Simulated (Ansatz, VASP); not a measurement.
**One calculation of C, two programs**

```
C
1.0
    -2.45583    0.00000    0.00000
    -1.22792   -2.12681    0.00000
     0.00000    0.00000   13.55723
C
6
Direct
  0.66667 0.66667 0.12975
  0.00000 0.00000 0.64890
  0.33333 0.33333 0.38933
  0.66667 0.66667 0.64894
  0.00000 0.00000 0.38936
  0.33333 0.33333 0.12979
```

Alike in both runs: task single point; functional r2SCAN; k mesh 15 × 15 × 3; occupations gaussian, width 0.05 eV; no spin polarisation.

|  | VASP | Ansatz |
| --- | --- | --- |
| version | VASP 6.6.1 | Ansatz 0.2.0 |
| potentials or method | VASP PAW PBE potentials, release 64 (C), cutoff 520 eV | scalar-relativistic, plane waves, PAW |
| valence electrons in the cell | 24 | 24 |

```csv
,VASP,Ansatz,Ansatz less VASP
gap on the k mesh at the Fermi level (eV),0.01,0.01,0.000
least direct gap on the mesh (eV),0.01,0.01,0.000
```

VASP's potentials were made for PBE, not for r2SCAN. The functional is the same, so the differences come from potentials, cutoffs and numerics. Ansatz's warnings: xc potential rough in thin density.
